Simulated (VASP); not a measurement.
# HfB (Fm-3m) in VASP: a series of runs

Aim: see how the results for HfB move with the level of theory and the settings. Levels: HF, PBEsol-based screened hybrid with 25 % exact exchange. Tasks: single point.

Program: VASP 6.6.1. These are calculated values, not measurements. Logs are shortened: lines on timing, memory, paths and dates and some standing lists are left out, and cuts for length are marked.

### 1 The cell of the first run

The structure is cubic, space group Fm-3m (No. 225). Conventional cell: a = 4.620 Å, b = 4.620 Å, c = 4.620 Å, α = 90.00°, β = 90.00°, γ = 90.00°. Hf (site symmetry m-3m) has 6 B at 2.31 Å within 3.1 Å. B (site symmetry m-3m) has 6 Hf at 2.31 Å within 3.1 Å.

### 2 Single point, HF

Input file POSCAR:

```
HfB
1.0
    0.0000000000      2.3100000000      2.3100000000
    2.3100000000      0.0000000000      2.3100000000
    2.3100000000      2.3100000000      0.0000000000
Hf B
1 1
Direct
    0.5000000000      0.5000000000      0.5000000000
    0.0000000000      0.0000000000      0.0000000000
```

Input file INCAR.step1:

```
SYSTEM = HfB
PREC     = Accurate       ! precision mode
ENCUT    = 520            ! plane-wave cutoff, eV
EDIFF    = 1E-5           ! SCF threshold, eV
ISMEAR   = -1             ! smearing method
SIGMA    = 0.05           ! smearing width, eV
LREAL    = .False.        ! projectors in reciprocal space
LASPH    = .True.         ! aspherical terms in the spheres
NELM     = 60             ! most SCF steps
ALGO     = Normal         ! electronic algorithm
ISIF     = 2              ! what is computed and relaxed
LWAVE    = .True.         ! write WAVECAR
LCHARG   = .False.        ! write CHGCAR
GGA      = PE             ! functional
NBANDS   = 14             ! bands
```

Input file INCAR.step2:

```
SYSTEM = HfB
PREC     = Accurate       ! precision mode
ENCUT    = 520            ! plane-wave cutoff, eV
EDIFF    = 1E-7           ! SCF threshold, eV
ISMEAR   = -1             ! smearing method
SIGMA    = 0.05           ! smearing width, eV
LREAL    = .False.        ! projectors in reciprocal space
LASPH    = .True.         ! aspherical terms in the spheres
NELM     = 60             ! most SCF steps
ALGO     = Normal         ! electronic algorithm
ISIF     = 2              ! what is computed and relaxed
LWAVE    = .False.        ! write WAVECAR
LCHARG   = .False.        ! write CHGCAR
GGA      = PE             ! functional
LHFCALC  = .True.         ! exact exchange
AEXX     = 1.0            ! exact-exchange fraction
ALDAC    = 0.0          
AGGAC    = 0.0          
PRECFOCK = Normal       
ISTART   = 1            
NBANDS   = 14             ! bands
```

Input file KPOINTS:

```
regular mesh
0
Gamma
  5 5 5
  0 0 0
```

Potentials or basis: VASP PAW PBE potentials, release 64 (Hf_pv, B).

Run with:

```sh
$ cat potpaw_PBE.64/Hf_pv/POTCAR potpaw_PBE.64/B/POTCAR > POTCAR
$ cp INCAR.step1 INCAR
$ mpirun -np 1 vasp_std > vasp.out
$ cp INCAR.step2 INCAR
$ mpirun -np 1 vasp_std > vasp.out
```

OUTCAR:

```text
SYSTEM = HfB
   PREC = Accurate
   ENCUT = 520
   EDIFF = 1E-7
   ISMEAR = -1
   LREAL = .False.
   LASPH = .True.
   NELM = 60
   ISIF = 2
   GGA = PE
   LHFCALC = .True.
   AEXX = 1.0
   PRECFOCK = Normal
   ISTART = 1

 ion  position               nearest neighbor table
   1  0.500  0.500  0.500-   2 2.31   2 2.31   2 2.31   2 2.31   2 2.31   2 2.31
   2  0.000  0.000  0.000-   1 2.31   1 2.31   1 2.31   1 2.31   1 2.31   1 2.31

  LATTYP: Found a face centered cubic cell.
 ALAT       =     4.6200000000

  Lattice vectors:

 A1 = (   0.0000000000,   2.3100000000,   2.3100000000)
 A2 = (   2.3100000000,   0.0000000000,   2.3100000000)
 A3 = (   2.3100000000,   2.3100000000,   0.0000000000)

Analysis of symmetry for initial positions (statically):
=====================================================================
 Subroutine PRICEL returns:
 Original cell was already a primitive cell.

 Routine SETGRP: Setting up the symmetry group for a
 face centered cubic supercell.

 Subroutine GETGRP returns: Found 48 space group operations
 (whereof 48 operations were pure point group operations)
 out of a pool of 48 trial point group operations.

The static configuration has the point symmetry O_h .

Analysis of symmetry for dynamics (positions and initial velocities):
=====================================================================
 Subroutine PRICEL returns:
 Original cell was already a primitive cell.

 Routine SETGRP: Setting up the symmetry group for a
 face centered cubic supercell.

 Subroutine GETGRP returns: Found 48 space group operations
 (whereof 48 operations were pure point group operations)
 out of a pool of 48 trial point group operations.

The dynamic configuration has the point symmetry O_h .

 Subroutine INISYM returns: Found 48 space group operations
 (whereof 48 operations are pure point group operations),
 and found     1 'primitive' translations

----------------------------------------------------------------------------------------

                                     Primitive cell

  volume of cell :      24.6528

  direct lattice vectors                    reciprocal lattice vectors
     0.000000000  2.310000000  2.310000000    -0.216450216  0.216450216  0.216450216
     2.310000000  0.000000000  2.310000000     0.216450216 -0.216450216  0.216450216
     2.310000000  2.310000000  0.000000000     0.216450216  0.216450216 -0.216450216
[... 85 lines left out ...]
   EFERMI_NEDOS =   21; number of points for ismear=-14 and -15
   IALGO  =     38    algorithm
   IMIX   =      1    mixing-type and parameters
     AMIX     =   0.40;   BMIX     =  1.00
     AMIX_MAG =   1.60;   BMIX_MAG =  1.00
  volume/ion in A,a.u.               =      12.33        83.18
  Fermi-wavevector in a.u.,A,eV,Ry     =   1.322617  2.499383 23.800871  1.749315
  Thomas-Fermi vector in A             =   2.452285
   LORBIT       =      0    0 simple, 1 ext, 2 COOP (PROOUT), +10 PAW based schemes
   GGA     = PE    functional components
   LHFCALC =     T    Hartree Fock is set to
   PRECFOCK=normal    Normal, Fast or Accurate (Low or Medium for compatibility)
   ENCUT4O =  -1.0   cutoff for four orbital integrals eV
   NKREDX  =     1    reduce k-point grid by
   NKREDY  =     1    reduce k-point grid by
   NKREDZ  =     1    reduce k-point grid by
   AEXX    =    1.0000 exact exchange contribution
   HFSCREEN=    0.0000 screening length (either q_TF or 0.3 A-1)
   HFSCREENC=   0.0000 screening length for correlation (either q_TF or 0.3 A-1)
   ENCUTFOCK=  -1.0 apply spherical cutoff to Coloumb kernel
   IVDW    =     0    specifies the selected vdW correction
   LEPSILON=     F    determine dielectric tensor
   LRPA    =     F    only Hartree local field effects (RPA)
 non-spin polarized calculation
  energy-cutoff  :      520.00
  volume of cell :       24.65
 maximum number of plane-waves:       678
  NGX = 20; NGY = 20; NGZ = 20

 number of electron      13.0000002 magnetization

 Free energy of the ion-electron system (eV)
  ---------------------------------------------------
  ext. energy  EPLUGINS =         0.00000000
  ---------------------------------------------------
  free energy    TOTEN  =       -26.95643836 eV

  energy without entropy =      -26.94328033  energy(sigma->0) =      -26.94985935

 E-fermi :   6.3178     XC(G=0):   0.0000

 val. band max:        4.4079425729   @ k =   0.2000   0.0000   0.0000
 cond. band min:       6.3303384584   @ k =   0.4000   0.2000   0.0000
 fundamental gap:      1.9223958856
 Fermi energy:         6.3177727371

 k-point     1 :       0.0000    0.0000    0.0000
  band No.  band energies     occupation
      1     -32.4878      2.00000
      2     -32.4878      2.00000
      3     -32.4877      2.00000
      4     -11.2569      2.00000
      5      12.1599      0.00000
      6      12.1599      0.00000
      7      12.1599      0.00000
      8      13.5048      0.00000
      9      13.5048      0.00000
     10      13.5048      0.00000
     11      14.1782      0.00000
     12      14.1782      0.00000
     13      22.6124      0.00000
     14      25.0815      0.00000
[... 139 lines left out ...]
      1     -33.3130      2.00000
      2     -33.0374      2.00000
      3     -32.7665      2.00000
      4      -5.6592      2.00000
      5      -0.0663      2.00000
      6       1.7370      2.00000
      7       3.3815      2.00000
      8      14.7173      0.00000
      9      17.4147      0.00000
     10      19.6625      0.00000
     11      19.8846      0.00000
     12      23.8398      0.00000
     13      26.8444      0.00000
     14      28.4285      0.00000

------------------------ aborting loop because EDIFF is reached ----------------------------------------

  FORCE on cell =-STRESS in cart. coord.  units (eV):
  Direction    XX          YY          ZZ          XY          YZ          ZX
  --------------------------------------------------------------------------------------
  -------------------------------------------------------------------------------------
  Total        6.4722252      6.4722252      6.4722252      0.0000000      0.0000000     -0.0000000
  in kB      420.6280833    420.6280833    420.6280833      0.0000000      0.0000000     -0.0000000
  external PRESSURE =     420.6280833 kB  Pullay stress =       0.0000000 kB

 VOLUME and BASIS-vectors are now :
 -----------------------------------------------------------------------------
  energy-cutoff  :      520.00
  volume of cell :       24.65
      direct lattice vectors                 reciprocal lattice vectors
     0.000000000  2.310000000  2.310000000    -0.216450216  0.216450216  0.216450216
     2.310000000  0.000000000  2.310000000     0.216450216 -0.216450216  0.216450216
     2.310000000  2.310000000  0.000000000     0.216450216  0.216450216 -0.216450216

 POSITION                                       TOTAL-FORCE (eV/Angst)
 -----------------------------------------------------------------------------------
      2.31000      2.31000      2.31000         0.000000      0.000000      0.000000
      0.00000      0.00000      0.00000        -0.000000     -0.000000     -0.000000
 -----------------------------------------------------------------------------------
    total drift:                               -0.000000     -0.000000      0.000000

  FREE ENERGIE OF THE ION-ELECTRON SYSTEM (eV)
  ---------------------------------------------------
  free  energy   TOTEN  =       -26.9564383627 eV

  energy  without entropy=      -26.9432803299  energy(sigma->0) =      -26.94985935
```

OUTCAR.step1:

```text
SYSTEM = HfB
   PREC = Accurate
   ENCUT = 520
   EDIFF = 1E-5
   ISMEAR = -1
   LREAL = .False.
[... 374 lines left out ...]
      2.31000      2.31000      2.31000         0.000000      0.000000     -0.000000
      0.00000      0.00000      0.00000        -0.000000     -0.000000      0.000000
 -----------------------------------------------------------------------------------
    total drift:                               -0.000000     -0.000000      0.000000

  FREE ENERGIE OF THE ION-ELECTRON SYSTEM (eV)
  ---------------------------------------------------
  free  energy   TOTEN  =       -17.1734451171 eV

  energy  without entropy=      -17.1601123592  energy(sigma->0) =      -17.16677874
```

It took 6.9 min on 1 thread of Intel Xeon Platinum 8559C (Emerald Rapids), shared host; peak memory 0.16 GiB.

What came out:

| Property | Result |
| --- | --- |
| Free energy | -26.9564 eV |
| Pressure | 42.1 GPa |
| Band gap on the k mesh | zero (an odd number of electrons rules out a gap without spin polarisation) |

Levels at points of the mesh, in eV from the Fermi level:
```csv
k point,band 2,band 3,band 4,band 5,band 6,band 7,band 8,band 9,band 10,band 11
"(0.00, 0.00, 0.00)",-38.81,-38.81,-17.57,5.84,5.84,5.84,7.19,7.19,7.19,7.86
```

Caveat: the k points lie up to 0.47 Å⁻¹ apart, too coarse for converged energies and pressures of a metal; the PAW data sets were made with another functional, which shifts forces and pressure a little; spin-orbit coupling is left out, which moves the levels of the heavy elements.

### 3 Single point, PBEsol-based screened hybrid with 25 % exact exchange

This run uses another cell than the first one, of 13.83 Å³/atom.

Input file POSCAR:

```
HfB
1.0
    0.0000000000      2.4001150948      2.4001150948
    2.4001150948      0.0000000000      2.4001150948
    2.4001150948      2.4001150948      0.0000000000
Hf B
1 1
Direct
    0.5000000000      0.5000000000      0.5000000000
    0.0000000000      0.0000000000      0.0000000000
```

Input file INCAR.step1:

```
PREC = Accurate ; ENCUT = 520
EDIFF = 1E-5 ; ISMEAR = -1
SIGMA = 0.05 ; LREAL = F
LASPH = T ; NELM = 100
ALGO = Normal ; ISIF = 2
LWAVE = T ; GGA = PE
NBANDS = 14
```

Input file INCAR.step2:

```
PREC = Accurate ; ENCUT = 520
EDIFF = 1E-7 ; ISMEAR = -1
SIGMA = 0.05 ; LREAL = F
LASPH = T ; NELM = 100
ALGO = Normal ; ISIF = 2
LWAVE = F ; LCHARG = T
GGA = PS ; LHFCALC = T
AEXX = 0.25 ; HFSCREEN = 0.207
PRECFOCK = Normal ; LELF = T
LVHAR = T ; ISTART = 1
NBANDS = 14
```

Input file KPOINTS:

```
Automatic mesh
0
Gamma
  5 5 5
```

Potentials or basis: VASP PAW PBE potentials, release 64 (Hf_pv, B).

Run with:

```sh
$ cat potpaw_PBE.64/Hf_pv/POTCAR potpaw_PBE.64/B/POTCAR > POTCAR
$ cp INCAR.step1 INCAR
$ mpirun -np 1 vasp_std > vasp.out
$ cp INCAR.step2 INCAR
$ mpirun -np 1 vasp_std > vasp.out
```

OUTCAR:

```text
PREC = Accurate
   ENCUT = 520
   EDIFF = 1E-7
   ISMEAR = -1
   LREAL = F
   LASPH = T
   NELM = 100
   ISIF = 2
   GGA = PS
   LHFCALC = T
   AEXX = 0.25
   HFSCREEN = 0.207
   PRECFOCK = Normal
   ISTART = 1

 ion  position               nearest neighbor table
   1  0.500  0.500  0.500-   2 2.40   2 2.40   2 2.40   2 2.40   2 2.40   2 2.40
   2  0.000  0.000  0.000-   1 2.40   1 2.40   1 2.40   1 2.40   1 2.40   1 2.40

  LATTYP: Found a face centered cubic cell.
 ALAT       =     4.8002301896

  Lattice vectors:

 A1 = (   0.0000000000,   2.4001150948,   2.4001150948)
 A2 = (   2.4001150948,   0.0000000000,   2.4001150948)
 A3 = (   2.4001150948,   2.4001150948,   0.0000000000)

Analysis of symmetry for initial positions (statically):
=====================================================================
 Subroutine PRICEL returns:
 Original cell was already a primitive cell.

 Routine SETGRP: Setting up the symmetry group for a
 face centered cubic supercell.

 Subroutine GETGRP returns: Found 48 space group operations
 (whereof 48 operations were pure point group operations)
 out of a pool of 48 trial point group operations.

The static configuration has the point symmetry O_h .

Analysis of symmetry for dynamics (positions and initial velocities):
=====================================================================
 Subroutine PRICEL returns:
 Original cell was already a primitive cell.

 Routine SETGRP: Setting up the symmetry group for a
 face centered cubic supercell.

 Subroutine GETGRP returns: Found 48 space group operations
 (whereof 48 operations were pure point group operations)
 out of a pool of 48 trial point group operations.

The dynamic configuration has the point symmetry O_h .

 Subroutine INISYM returns: Found 48 space group operations
 (whereof 48 operations are pure point group operations),
[... 115 lines left out ...]
   HFSCREENC=   0.2070 screening length for correlation (either q_TF or 0.3 A-1)
   ENCUTFOCK=  -1.0 apply spherical cutoff to Coloumb kernel
   IVDW    =     0    specifies the selected vdW correction
   LEPSILON=     F    determine dielectric tensor
   LRPA    =     F    only Hartree local field effects (RPA)
 non-spin polarized calculation
  energy-cutoff  :      520.00
  volume of cell :       27.65
 maximum number of plane-waves:       754
 NGX is ok and might be reduce to    28
  NGX = 20; NGY = 20; NGZ = 20

 number of electron      13.0000000 magnetization

 Free energy of the ion-electron system (eV)
  ---------------------------------------------------
  ext. energy  EPLUGINS =         0.00000000
  ---------------------------------------------------
  free energy    TOTEN  =       -20.19371217 eV

  energy without entropy =      -20.18052078  energy(sigma->0) =      -20.18711647

 E-fermi :   4.3627     XC(G=0):  -9.7163

 val. band max:        3.8916221103   @ k =   0.2000   0.0000   0.0000
 cond. band min:       4.3753184790   @ k =   0.4000   0.2000   0.0000
 fundamental gap:      0.4836963688
 Fermi energy:         4.3627279242

 k-point     1 :       0.0000    0.0000    0.0000
  band No.  band energies     occupation
      1     -26.9242      2.00000
      2     -26.9242      2.00000
      3     -26.9242      2.00000
      4      -6.4629      2.00000
      5       6.7326      0.00000
      6       6.7326      0.00000
      7       6.7326      0.00000
      8       8.3331      0.00000
      9       8.3331      0.00000
     10       8.3331      0.00000
     11       8.4538      0.00000
     12       8.4538      0.00000
     13      16.1415      0.00000
     14      16.5315      0.00000
[... 139 lines left out ...]
      1     -27.3349      2.00000
      2     -27.2052      2.00000
      3     -27.0753      2.00000
      4      -2.4218      2.00000
      5       1.3253      2.00000
      6       2.5609      2.00000
      7       3.5058      2.00000
      8       8.7932      0.00000
      9      10.5011      0.00000
     10      12.1691      0.00000
     11      12.3360      0.00000
     12      15.5200      0.00000
     13      18.3811      0.00000
     14      19.8493      0.00000

------------------------ aborting loop because EDIFF is reached ----------------------------------------

  FORCE on cell =-STRESS in cart. coord.  units (eV):
  Direction    XX          YY          ZZ          XY          YZ          ZX
  --------------------------------------------------------------------------------------
  -------------------------------------------------------------------------------------
  Total       -0.2746402     -0.2746402     -0.2746402     -0.0000000     -0.0000000      0.0000000
  in kB      -15.9128691    -15.9128691    -15.9128691     -0.0000000     -0.0000000      0.0000000
  external PRESSURE =     -15.9128691 kB  Pullay stress =       0.0000000 kB

 VOLUME and BASIS-vectors are now :
 -----------------------------------------------------------------------------
  energy-cutoff  :      520.00
  volume of cell :       27.65
      direct lattice vectors                 reciprocal lattice vectors
     0.000000000  2.400115095  2.400115095    -0.208323343  0.208323343  0.208323343
     2.400115095  0.000000000  2.400115095     0.208323343 -0.208323343  0.208323343
     2.400115095  2.400115095  0.000000000     0.208323343  0.208323343 -0.208323343

 POSITION                                       TOTAL-FORCE (eV/Angst)
 -----------------------------------------------------------------------------------
      2.40012      2.40012      2.40012        -0.000000      0.000000     -0.000000
      0.00000      0.00000      0.00000         0.000000     -0.000000      0.000000
 -----------------------------------------------------------------------------------
    total drift:                               -0.000000     -0.000000     -0.000000

  FREE ENERGIE OF THE ION-ELECTRON SYSTEM (eV)
  ---------------------------------------------------
  free  energy   TOTEN  =       -20.1937121675 eV

  energy  without entropy=      -20.1805207765  energy(sigma->0) =      -20.18711647
```

OUTCAR.step1:

```text
PREC = Accurate
   ENCUT = 520
   EDIFF = 1E-5
   ISMEAR = -1
   LREAL = F
[... 375 lines left out ...]
      2.40012      2.40012      2.40012        -0.000000     -0.000000      0.000000
      0.00000      0.00000      0.00000         0.000000      0.000000     -0.000000
 -----------------------------------------------------------------------------------
    total drift:                                0.000000      0.000000      0.000000

  FREE ENERGIE OF THE ION-ELECTRON SYSTEM (eV)
  ---------------------------------------------------
  free  energy   TOTEN  =       -17.4876495674 eV

  energy  without entropy=      -17.4743596764  energy(sigma->0) =      -17.48100462
```

Wall time 4.7 min (1 thread of Intel Xeon Platinum 8559C (Emerald Rapids), shared host); peak memory 0.26 GiB.

What came out:

* Free energy: -20.1937 eV
* Pressure: -1.6 GPa
* Band gap on the k mesh: zero (an odd number of electrons rules out a gap without spin polarisation)

Caveat: the k points lie up to 0.45 Å⁻¹ apart, too coarse for converged energies and pressures of a metal; the PAW data sets were made with another functional, which shifts forces and pressure a little; spin-orbit coupling is left out, which moves the levels of the heavy elements.

The gap in the log of VASP goes by the Fermi energy; the results here count the filled bands.